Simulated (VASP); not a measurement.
Input of a VASP 6.6.1 run:

Contents of INCAR:

```
ALGO = Normal
EDIFF = 1E-6
ENCUT = 520
GGA = PE
ISIF = 2
ISMEAR = 0
ISPIN = 2
LASPH = True
LCHARG = True
LDAU = True
LDAUJ = 0 0
LDAUL = 2 -1
LDAUPRINT = 1
LDAUTYPE = 2
LDAUU = 5.3 0
LELF = True
LMAXMIX = 4
LORBIT = 11
LREAL = False
LVHAR = True
LWAVE = False
MAGMOM = 3.9 0.17
NBANDS = 18
NELM = 150
PREC = Accurate
SIGMA = 0.02
```

The input KPOINTS:

```
k-points
0
Gamma
  12 12 12
```

File POSCAR:

```
FeO
1.0
    1.5231160630      0.8793714690      2.3645328882
   -1.5231160630      0.8793714690      2.3645328882
    0.0000000000     -1.7587429380      2.3645328882
Fe O
1 1
Direct
    0.0000000000      0.0000000000      0.0000000000
    0.5000000000      0.5000000000      0.5000000000
```

Potentials or basis: VASP PAW PBE potentials, release 64 (Fe, O).

Command:

```bash
$ cat potpaw_PBE.64/Fe/POTCAR potpaw_PBE.64/O/POTCAR > POTCAR
$ mpirun -np 1 vasp_std > vasp.out
```

Problem. What does it give for the band gap on the k mesh?

Solution. Zero (filled and empty bands overlap).

Problem. Estimate the site moments.

Solution. Fe +3.85; O +0.18 μB.

Eigenvalues of the final occupation matrices:
```tsv
site	spin	trace	eigenvalues
site 1 d	1	4.99	0.97 0.97 0.98 1.03 1.03
site 1 d	2	1.18	0.06 0.10 0.10 0.46 0.46
```

Caveat: a cell with one magnetic atom can't hold antiferromagnetic order, which such compounds often take. The state reached can hang on the start; a lower one may exist.
